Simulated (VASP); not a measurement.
Crystal: Ni.

```
Ni
1.0
     0.00000    1.73757    1.73757
     1.73757    0.00000    1.73757
     1.73757    1.73757    0.00000
Ni
1
Direct
  0.00000 0.00000 0.00000
```

- Program: VASP 6.6.1
- Task: relaxation of cell and atoms
- Functional: BLYP
- Dispersion: D4
- Potentials or basis: VASP PAW PBE potentials, release 64 (Ni)
- Cutoff: 600 eV
- k mesh: 13 × 13 × 13
- Occupations: fermi-dirac, width 0.05 eV
- Spin: collinear spin, ferromagnetic start
- Starting moments: [1.0] μB

At the start: pressure 4.3 GPa; volume 10.49 Å³/atom.

Question: How do energy, volume and symmetry change on relaxing?

Answer: Over 3 steps the energy falls by 2.8 meV/atom and the volume is 10.71 Å³/atom (+2.0 %); space group Fm-3m (No. 225, to 0.1 Å) before and after; moment 0.61 μB per cell.

Step by step:
```csv
step,energy change (eV),largest force (eV/Å),pressure (GPa),volume (Å³)
1,0.0000,0.0000,4.34,10.49
2,0.0001,0.0000,-4.07,10.93
3,-0.0028,0.0000,-0.03,10.71
```

Final structure:
```cif
data_structure
_symmetry_space_group_name_H-M 'P 1'
_symmetry_Int_Tables_number 1
_cell_length_a 2.4738
_cell_length_b 2.4738
_cell_length_c 2.4738
_cell_angle_alpha 60.000
_cell_angle_beta 60.000
_cell_angle_gamma 60.000
_cell_volume 10.71
loop_
_atom_site_label
_atom_site_type_symbol
_atom_site_fract_x
_atom_site_fract_y
_atom_site_fract_z
_atom_site_occupancy
Ni1 Ni 0.00000 0.00000 0.00000 1
```

Caveat: the PAW data sets were made with another functional, which shifts forces and pressure a little.
